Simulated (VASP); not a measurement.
# SnTe: single point with PBE

Crystal: SnTe.

```
CELL_PARAMETERS angstrom
4.68707 0.00000 0.00000
-2.34354 4.05913 0.00000
0.00000 0.00000 5.62343
ATOMIC_POSITIONS crystal
Sn 0.33333 0.66667 0.93800
Sn 0.66667 0.33333 0.43800
Te 0.33333 0.66667 0.43800
Te 0.66667 0.33333 0.93800
```

| Quantity | Value |
| --- | --- |
| Program | VASP 6.6.1 |
| Task | single point |
| Functional | PBE |
| Potentials or basis | VASP PAW PBE potentials, release 64 (Sn_d, Te) |
| Cutoff | 520 eV |
| k mesh | 9 × 9 × 5 |
| Occupations | fermi-dirac, width 0.05 eV |
| Spin | no spin polarisation |

| Quantity | Value |
| --- | --- |
| Pressure | 29.8 GPa |
| Band gap on the k mesh | zero (bands 20 and 21 overlap by 0.77 eV) |

Levels at points of the mesh, in eV from the Fermi level:
```csv
k point,band 16,band 17,band 18,band 19,band 20,band 21,band 22,band 23,band 24,band 25
"(0.00, 0.00, 0.00)",-5.46,-3.13,-3.13,-3.12,-2.93,-0.38,-0.38,2.43,2.43,3.09
```

Run time: 2.1 min on 1 thread of Intel Xeon 8259CL, with other jobs on the host, peak memory 0.28 GiB.

Caveat: the cell stands under pressure; semilocal functionals underestimate gaps, and a narrow one can read as zero; spin-orbit coupling is left out, which moves the levels of the heavy elements.
